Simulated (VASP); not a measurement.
# KBr (base): single point with PBE

KBr (base):

```
K Br
1.0
     0.00000    3.35274    3.35274
     3.35274    0.00000    3.35274
     3.35274    3.35274    0.00000
K Br
1 1
Direct
  0.00000 0.00000 0.00000
  0.50000 0.50000 0.50000
```

- Program: VASP 6.6.1
- Task: single point
- Functional: PBE
- Potentials or basis: VASP PAW PBE potentials, release 64 (K_sv, Br)
- Cutoff: 500 eV
- k mesh: 6 × 6 × 6
- Occupations: gaussian, width 0.02 eV
- Spin: no spin polarisation
- Dipole correction: no
- Further INCAR settings: ALGO = Normal; EDIFF = 1e-06; NBANDS = 15

| Property | Result |
| --- | --- |
| Pressure | 0.0 GPa |
| Band gap on the k mesh | 4.31 eV, direct |

Levels at points of the mesh, in eV from the valence-band top:
```csv
k point,band 4,band 5,band 6,band 7,band 8,band 9,band 10,band 11,band 12,band 13
"(0.00, 0.00, 0.00)",-11.36,-11.36,0.00,0.00,0.00,4.31,7.59,7.59,7.59,8.38
"(0.50, 0.00, 0.00)",-11.36,-11.13,-1.09,-0.30,-0.30,6.49,8.05,9.63,9.63,9.92
"(0.50, 0.50, 0.00)",-11.39,-11.39,-0.76,-0.27,-0.27,5.91,7.02,9.25,9.28,9.50
```

Run time: 28 s on 1 thread of Intel Xeon 8259CL, with other jobs on the host, peak memory 0.21 GiB.
